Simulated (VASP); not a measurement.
Wanted: the native input for a VASP 6.6.1 run.

```yaml
Task: single point
Functional: LDA
Potentials_or_basis: VASP PAW LDA potentials, release 64 (Ta_pv, N)
Cutoff: 520 eV
k_mesh: 15 × 15 × 8
Occupations: gaussian, width 0.15 eV
Spin: no spin polarisation
Dipole_correction: no
Further_INCAR_settings: ALGO = Normal; EDIFF = 1e-06; NBANDS = 20
```

The structure of Ta2N lies in POSCAR:

```
Ta2N
1.0
    3.0618406011     -0.2143288420      0.0000000000
   -1.7165345226      2.7587961639      0.0000000000
    0.0000000000      0.0000000000      4.7871626750
Ta N
2 1
Direct
    0.6666666667      0.3333333333      0.7466885012
    0.3333333333      0.6666666667      0.2533114988
    0.0000000000      0.0000000000      0.0000000000
```

This cell differs from its parent crystal: engineering shear strain xy -0.1400, normal strain along z +0.0000.

The input as run:

INCAR

```
PREC = Accurate
ENCUT = 520
EDIFF = 1E-6
ISMEAR = 0
SIGMA = 0.15
LREAL = False
LASPH = True
NELM = 80
ALGO = Normal
ISIF = 2
LWAVE = False
LCHARG = True
GGA = CA
LELF = True
LVHAR = True
NBANDS = 20
```

KPOINTS

```
Automatic mesh
0
Gamma
  15 15 8
```

Potentials or basis: VASP PAW LDA potentials, release 64 (Ta_pv, N).

Launch:

```sh
$ cat potpaw_LDA.64/Ta_pv/POTCAR potpaw_LDA.64/N/POTCAR > POTCAR
$ mpirun -np 1 vasp_std > vasp.out
```

Results of the run:

```json
{"Pressure": "6.8 GPa", "Largest force": "0.585 eV/Å", "Band gap on the k mesh": "zero (an odd number of electrons rules out a gap without spin polarisation)"}
```

Caveat: the cell differs from its parent crystal (engineering shear strain xy -0.1400, normal strain along z +0.0000); the cell stands under pressure; spin-orbit coupling is left out, which moves the levels of the heavy elements.

Run time: 4.6 min on 1 thread of Intel(R) Xeon(R) 6975P-C (Granite Rapids), on a shared host, peak memory 0.66 GiB.
